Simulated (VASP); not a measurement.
**Se: single point with PBEsol**

Se:

```
Se
1.0
     3.59552    0.00000    0.00000
    -1.79776    3.11382    0.00000
     0.00000    0.00000    7.05137
Se
4
Direct
  0.00000 0.00000 0.00000
  0.00000 0.00000 0.50000
  0.33333 0.66667 0.25000
  0.66667 0.33333 0.75000
```

This cell differs from its parent crystal: volume scaled by 0.92.

```json
{"Program": "VASP 6.6.1", "Task": "single point", "Functional": "PBEsol", "Potentials or basis": "VASP PAW PBE potentials, release 64 (Se)", "Cutoff": "520 eV", "k mesh": "11 × 11 × 5", "Occupations": "fermi-dirac, width 0.1 eV", "Spin": "no spin polarisation", "Dipole correction": "no", "Further INCAR settings": "ALGO = Normal; EDIFF = 1e-07; NBANDS = 20"}
```

```yaml
Pressure: 8.1 GPa
Band_gap_on_the_k_mesh: zero (band 12 reaches 6.82 eV, above the bottom of band 13 at 4.40 eV)
```

Stress tensor (GPa, compression positive):
```
 6.86  0.00  0.00
 0.00  6.86  0.00
 0.00  0.00 10.70
```

Levels at points of the mesh, in eV from the Fermi level:
| k point | band 9 | band 10 | band 11 | band 12 | band 13 | band 14 | band 15 | band 16 |
| --- | --- | --- | --- | --- | --- | --- | --- | --- |
| (0.00, 0.00, 0.00) | -1.68 | -1.45 | -1.08 | -1.08 | -0.82 | 1.01 | 1.01 | 3.06 |

Wall time 84 s on 1 thread of AMD EPYC 7R43 64-Core Processor (Zen 3), with other jobs on the host, peak memory 0.18 GiB.

Caveat: the PAW data sets were made with another functional, which shifts forces and pressure a little.
